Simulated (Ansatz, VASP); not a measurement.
InSe in VASP and in Ansatz

```
CELL_PARAMETERS angstrom
3.55790 0.00000 0.00000
0.00000 3.55790 0.00000
0.00000 0.00000 3.55790
ATOMIC_POSITIONS crystal
In 0.50000 0.50000 0.50000
Se 0.00000 0.00000 0.00000
```

Alike in both runs: task single point; functional PBE; k mesh 7 × 7 × 7; occupations fermi-dirac, width 0.05 eV; no spin polarisation.

|  | VASP | Ansatz |
| --- | --- | --- |
| version | VASP 6.6.1 | Ansatz 0.2.0 |
| potentials or method | VASP PAW PBE potentials, release 64 (In_d, Se) | Ansatz PAW soft_1 |
| plane-wave cutoff (eV) | 500 | 420 |
| valence electrons in the cell | 19 | 29 |

|  | VASP | Ansatz | Ansatz less VASP |
| --- | --- | --- | --- |
| gap on the k mesh at the Fermi level (eV) | none | none | - |
| pressure (GPa) | 3.6 | 3.6 | -0.05 |

A gap of «none» marks a metal or a gap that the smearing closes. VASP's potentials hold 19 valence electrons a cell and Ansatz's 29, so a difference there can come from the potentials and not from the codes.
